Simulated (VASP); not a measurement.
# C (Fd-3m) in VASP: notebook, part 2 of 2

VASP 6.6.1. The steps go on from the part before.

## Step 3: Single point, PBEsol

Contents of INCAR:

```
PREC     = Accurate       # precision mode
ENCUT    = 520            # plane-wave cutoff, eV
EDIFF    = 1E-6           # SCF threshold, eV
ISMEAR   = 0              # smearing method
SIGMA    = 0.01           # smearing width, eV
LREAL    = F              # projectors in reciprocal space
LASPH    = T              # aspherical terms in the spheres
NELM     = 60             # most SCF steps
ALGO     = Normal         # electronic algorithm
ISIF     = 2              # what is computed and relaxed
LWAVE    = F              # write WAVECAR
LCHARG   = T              # write CHGCAR
GGA      = PS             # functional
LELF     = T              # ELF
LVHAR    = T            
NBANDS   = 11             # bands
```

Contents of KPOINTS:

```
Automatic mesh
0
Gamma
  6 6 6
```

Contents of POSCAR:

```
C
1.0
    0.0000000000      1.7833700000      1.7833700000
    1.7833700000      0.0000000000      1.7833700000
    1.7833700000      1.7833700000      0.0000000000
C
2
Direct
    0.0000000000      0.0000000000      0.0000000000
    0.2500000000      0.2500000000      0.2500000000
```

Potentials or basis: VASP PAW PBE potentials, release 64 (C).

Run with:

```sh
> cat potpaw_PBE.64/C/POTCAR > POTCAR
> mpirun -np 1 vasp_std > vasp.out
```

OUTCAR:

```text
PREC = Accurate
   ENCUT = 520
   EDIFF = 1E-6
   ISMEAR = 0
   LREAL = F
   LASPH = T
   NELM = 60
   ISIF = 2
   GGA = PS

 ion  position               nearest neighbor table
   1  0.000  0.000  0.000-   2 1.54   2 1.54   2 1.54   2 1.54
   2  0.250  0.250  0.250-   1 1.54   1 1.54   1 1.54   1 1.54

  LATTYP: Found a face centered cubic cell.
 ALAT       =     3.5667400000

  Lattice vectors:

 A1 = (   0.0000000000,   1.7833700000,   1.7833700000)
 A2 = (   1.7833700000,   0.0000000000,   1.7833700000)
 A3 = (   1.7833700000,   1.7833700000,   0.0000000000)

Analysis of symmetry for initial positions (statically):
=====================================================================
 Subroutine PRICEL returns:
 Original cell was already a primitive cell.

 Routine SETGRP: Setting up the symmetry group for a
 face centered cubic supercell.

 Subroutine GETGRP returns: Found 48 space group operations
 (whereof 24 operations were pure point group operations)
 out of a pool of 48 trial point group operations.

The static configuration has the point symmetry T_d .
 The point group associated with its full space group is O_h .

Analysis of symmetry for dynamics (positions and initial velocities):
=====================================================================
 Subroutine PRICEL returns:
 Original cell was already a primitive cell.

 Routine SETGRP: Setting up the symmetry group for a
 face centered cubic supercell.

 Subroutine GETGRP returns: Found 48 space group operations
 (whereof 24 operations were pure point group operations)
 out of a pool of 48 trial point group operations.

The dynamic configuration has the point symmetry T_d .
 The point group associated with its full space group is O_h .

 Subroutine INISYM returns: Found 48 space group operations
 (whereof 24 operations are pure point group operations),
 and found     1 'primitive' translations

----------------------------------------------------------------------------------------
[... 110 lines left out ...]
   LHFCALC =     F    Hartree Fock is set to
   AEXX    =    0.0000 exact exchange contribution
   IVDW    =     0    specifies the selected vdW correction
   LEPSILON=     F    determine dielectric tensor
   LRPA    =     F    only Hartree local field effects (RPA)
 non-spin polarized calculation
 Gauss-broadening in eV      SIGMA  =   0.01
  energy-cutoff  :      520.00
  volume of cell :       11.34
 maximum number of plane-waves:       310
   NGX =  9   NGY =  9   NGZ =  9

 number of electron       7.9999999 magnetization

 Free energy of the ion-electron system (eV)
  ---------------------------------------------------
  ext. energy  EPLUGINS =         0.00000000
  ---------------------------------------------------
  free energy    TOTEN  =       -19.23906217 eV

  energy without entropy =      -19.23906217  energy(sigma->0) =      -19.23906217

 E-fermi :   9.8131     XC(G=0): -13.4317

 val. band max:        9.7132283228   @ k =   0.0000   0.0000   0.0000
 cond. band min:      13.7468357062   @ k =   0.3333   0.3333   0.0000
 fundamental gap:      4.0336073834
 Fermi energy:         9.8131178648

 k-point     1 :       0.0000    0.0000    0.0000
  band No.  band energies     occupation
      1     -11.8104      2.00000
      2       9.7132      2.00000
      3       9.7132      2.00000
      4       9.7132      2.00000
      5      15.2513      0.00000
      6      15.2513      0.00000
      7      15.2513      0.00000
      8      23.0817      0.00000
      9      28.6682      0.00000
     10      36.1776      0.00000
     11      36.1776      0.00000
[... 197 lines left out ...]
 k-point    16 :      -0.3333    0.5000    0.1667
  band No.  band energies     occupation
      1      -2.5024      2.00000
      2      -2.5024      2.00000
      3       1.8254      2.00000
      4       1.8254      2.00000
      5      17.8003      0.00000
      6      17.8003      0.00000
      7      24.1862      0.00000
      8      24.1862      0.00000
      9      31.2646      0.00000
     10      31.2646      0.00000
     11      40.1949      0.00000

------------------------ aborting loop because EDIFF is reached ----------------------------------------

  FORCE on cell =-STRESS in cart. coord.  units (eV):
  Direction    XX          YY          ZZ          XY          YZ          ZX
  --------------------------------------------------------------------------------------
  -------------------------------------------------------------------------------------
  Total       -0.2614709     -0.2614709     -0.2614709     -0.0000000     -0.0000000      0.0000000
  in kB      -36.9300209    -36.9300209    -36.9300209     -0.0000000     -0.0000000      0.0000000
  external PRESSURE =     -36.9300209 kB  Pullay stress =       0.0000000 kB

 VOLUME and BASIS-vectors are now :
 -----------------------------------------------------------------------------
  energy-cutoff  :      520.00
  volume of cell :       11.34
      direct lattice vectors                 reciprocal lattice vectors
     0.000000000  1.783370000  1.783370000    -0.280368067  0.280368067  0.280368067
     1.783370000  0.000000000  1.783370000     0.280368067 -0.280368067  0.280368067
     1.783370000  1.783370000  0.000000000     0.280368067  0.280368067 -0.280368067

 POSITION                                       TOTAL-FORCE (eV/Angst)
 -----------------------------------------------------------------------------------
      0.00000      0.00000      0.00000         0.000000      0.000000      0.000000
      0.89168      0.89168      0.89168        -0.000000     -0.000000     -0.000000
 -----------------------------------------------------------------------------------
    total drift:                                0.000000      0.000000      0.000000

  FREE ENERGIE OF THE ION-ELECTRON SYSTEM (eV)
  ---------------------------------------------------
  free  energy   TOTEN  =       -19.2390621657 eV

  energy  without entropy=      -19.2390621657  energy(sigma->0) =      -19.23906217
```

OSZICAR:

```text
N       E                     dE             d eps       ncg     rms          rms(c)
DAV:   1     0.136825783258E+00    0.13683E+00   -0.48173E+03   352   0.712E+02
DAV:   2    -0.193715066405E+02   -0.19508E+02   -0.18882E+02   444   0.126E+02
DAV:   3    -0.199035894306E+02   -0.53208E+00   -0.53017E+00   411   0.156E+01
DAV:   4    -0.199046717170E+02   -0.10823E-02   -0.10823E-02   393   0.865E-01
DAV:   5    -0.199046728460E+02   -0.11290E-05   -0.11290E-05   406   0.288E-02    0.560E+00
DAV:   6    -0.194109044528E+02    0.49377E+00   -0.25220E-01   358   0.348E+00    0.330E+00
DAV:   7    -0.192384778977E+02    0.17243E+00   -0.30392E-01   373   0.386E+00    0.688E-01
DAV:   8    -0.192390357735E+02   -0.55788E-03   -0.73141E-03   370   0.669E-01    0.294E-02
DAV:   9    -0.192390541004E+02   -0.18327E-04   -0.16175E-05   405   0.360E-02    0.213E-02
DAV:  10    -0.192390623253E+02   -0.82250E-05   -0.35683E-06   382   0.164E-02    0.461E-03
DAV:  11    -0.192390621657E+02    0.15965E-06   -0.93326E-08   196   0.266E-03
   1 F= -.19239062E+02 E0= -.19239062E+02  d E =-.363101E-47
```

stdout:

```text
POSCAR found type information on POSCAR C
 POSCAR found :  1 types and       2 ions
 scaLAPACK will be used
 -----------------------------------------------------------------------------
|                                                                             |
|                                                                             |
|     You enforced a specific xc type in the INCAR file but a different       |
|     I HOPE YOU KNOW WHAT YOU ARE DOING!                                     |
|                                                                             |
 -----------------------------------------------------------------------------

 LDA part: xc-table for (Slater+PW92), standard interpolation
 POSCAR, INCAR and KPOINTS ok, starting setup
 FFT: planning ... GRIDC
 FFT: planning ... GRID_SOFT
 FFT: planning ... GRID
 WAVECAR not read
 entering main loop
```

Run time: 5.8 s. Hardware: 1 thread of AMD EPYC 7R13, shared host; peak memory 0.08 GiB.

Results:

```yaml
Free_energy: -19.2391 eV
Pressure: -3.7 GPa
Band_gap_on_the_k_mesh: 4.03 eV, indirect (least direct gap 5.54 eV)
```

Levels at points of the mesh, in eV from the valence-band top:
| k point | band 1 | band 2 | band 3 | band 4 | band 5 | band 6 | band 7 | band 8 |
| --- | --- | --- | --- | --- | --- | --- | --- | --- |
| (0.00, 0.00, 0.00) | -21.52 | 0.00 | 0.00 | 0.00 | 5.54 | 5.54 | 5.54 | 13.37 |
| (0.50, 0.00, 0.00) | -15.69 | -13.47 | -2.81 | -2.81 | 8.38 | 8.38 | 8.84 | 15.49 |
| (0.50, 0.50, 0.00) | -12.78 | -12.78 | -6.34 | -6.34 | 4.60 | 4.60 | 16.79 | 16.79 |

Caveat: the k points lie up to 0.51 Å⁻¹ apart; the PAW data sets were made with another functional, which shifts forces and pressure a little. A k mesh can miss the band edges.

## Step 4: Single point, PBEsol

Contents of INCAR:

```
ALGO = Normal
EDIFF = 1E-6
ENCUT = 520
GGA = PS
ISIF = 2
ISMEAR = 0
LASPH = True
LCHARG = False
LREAL = False
LWAVE = False
NBANDS = 11
NELM = 80
PREC = Accurate
SIGMA = 0.01
```

Contents of KPOINTS:

```
k-points
0
Gamma
  8 8 8
```

POSCAR is that of step 3.

Run with:

```sh
> cat potpaw_PBE.64/C/POTCAR > POTCAR
> mpirun -np 1 vasp_std > vasp.out
```

Wall time 6.8 s (1 thread of AMD EPYC 7R13, shared host); peak memory 0.09 GiB.

The run converged. Its results:

* Free energy: -19.2480 eV
* Pressure: -3.8 GPa
* Band gap on the k mesh: 4.00 eV, indirect (least direct gap 5.54 eV)

Levels at points of the mesh, in eV from the valence-band top:
```tsv
k point	band 2	band 3	band 4	band 5	band 6	band 7
(0.00, 0.00, 0.00)	0.00	0.00	0.00	5.54	5.54	5.54
(0.50, 0.00, 0.00)	-13.47	-2.81	-2.81	8.38	8.38	8.84
(0.50, 0.50, 0.00)	-12.78	-6.34	-6.34	4.60	4.60	16.79
```

Caveat: the PAW data sets were made with another functional, which shifts forces and pressure a little. A k mesh can miss the band edges.

## Step 5: Single point, PBEsol

Contents of INCAR:

```
SYSTEM = C
  PREC = Accurate
  ENCUT = 520
  EDIFF = 1E-6
  ISMEAR = 0
  SIGMA = 0.01
  LREAL = .FALSE.
  LASPH = .TRUE.
  NELM = 80
  ALGO = Normal
  ISIF = 2
  LWAVE = .FALSE.
  LCHARG = .FALSE.
  GGA = PS
  NBANDS = 11
```

Contents of KPOINTS:

```
Automatic mesh
0
G
  10 10 10
  0 0 0
```

POSCAR is that of step 4.

Run with:

```sh
> cat potpaw_PBE.64/C/POTCAR > POTCAR
> mpirun -np 1 vasp_std > vasp.out
```

Wall time 8.7 s (1 thread of AMD EPYC 7R13, shared host); peak memory 0.09 GiB.

Results (log left out):

| Item | Value |
| --- | --- |
| Free energy | -19.2488 eV |
| Pressure | -3.8 GPa |
| Band gap on the k mesh | 4.04 eV, indirect (least direct gap 5.54 eV) |

Levels at points of the mesh, in eV from the valence-band top:
```tsv
k point	band 1	band 2	band 3	band 4	band 5	band 6	band 7	band 8	band 9
(0.00, 0.00, 0.00)	-21.52	0.00	0.00	0.00	5.54	5.54	5.54	13.37	18.96
(0.50, 0.00, 0.00)	-15.69	-13.47	-2.81	-2.81	8.38	8.38	8.84	15.49	21.65
(0.50, 0.50, 0.00)	-12.78	-12.78	-6.34	-6.34	4.60	4.60	16.79	16.79	23.08
```

Caveat: the PAW data sets were made with another functional, which shifts forces and pressure a little. A k mesh can miss the band edges.

## Step 6: Single point, PBEsol

Contents of INCAR:

```
SYSTEM = C
PREC     = Accurate       ! precision mode
ENCUT    = 520            ! plane-wave cutoff, eV
EDIFF    = 1E-6           ! SCF threshold, eV
ISMEAR   = 0              ! smearing method
SIGMA    = 0.01           ! smearing width, eV
LREAL    = .False.        ! projectors in reciprocal space
LASPH    = .True.         ! aspherical terms in the spheres
NELM     = 100            ! most SCF steps
ALGO     = Normal         ! electronic algorithm
ISIF     = 2              ! what is computed and relaxed
LWAVE    = .False.        ! write WAVECAR
LCHARG   = .True.         ! write CHGCAR
GGA      = PS             ! functional
LELF     = .True.         ! ELF
LVHAR    = .True.       
NBANDS   = 11             ! bands
```

Contents of KPOINTS:

```
regular mesh
0
Gamma
  12 12 12
  0 0 0
```

POSCAR is that of step 5.

Potentials or basis: VASP PAW PBE potentials, release 64 (C).

Run with:

```sh
> cat potpaw_PBE.64/C/POTCAR > POTCAR
> mpirun -np 1 vasp_std > vasp.out
```

Wall time 18 s (1 thread of AMD EPYC 7R13, shared host); peak memory 0.09 GiB.

It converged, with:

```yaml
Free_energy: -19.2488 eV
Pressure: -3.8 GPa
Band_gap_on_the_k_mesh: 4.04 eV, indirect (least direct gap 5.54 eV)
```

Levels at points of the mesh, in eV from the valence-band top:
```csv
k point,band 1,band 2,band 3,band 4,band 5,band 6,band 7,band 8,band 9
"(0.00, 0.00, 0.00)",-21.52,0.00,0.00,0.00,5.54,5.54,5.54,13.37,18.96
"(0.50, 0.00, 0.00)",-15.69,-13.47,-2.81,-2.81,8.38,8.38,8.84,15.49,21.65
"(0.50, 0.50, 0.00)",-12.78,-12.78,-6.34,-6.34,4.60,4.60,16.79,16.79,23.08
```

Caveat: the PAW data sets were made with another functional, which shifts forces and pressure a little.

## Step 7: The runs side by side

| k mesh | gap on the mesh (eV) | pressure (GPa) |
| --- | --- | --- |
| 4 × 4 × 4 | 4.33 | -2.6 |
| 6 × 6 × 6 | 4.03 | -3.7 |
| 8 × 8 × 8 | 4.00 | -3.8 |
| 10 × 10 × 10 | 4.04 | -3.8 |
| 12 × 12 × 12 | 4.04 | -3.8 |

Alike in all rows: task single point; level PBEsol; potentials or basis VASP PAW PBE potentials, release 64 (C); no spin polarisation; cell as given; cutoff (eV) 520; smearing gaussian 0.01 eV.

Caveats: some runs use coarse meshes; the PAW data sets were made with another functional, which shifts forces and pressure a little.

Total energies depend on the potentials used, so only differences within one code and one set of settings carry meaning.
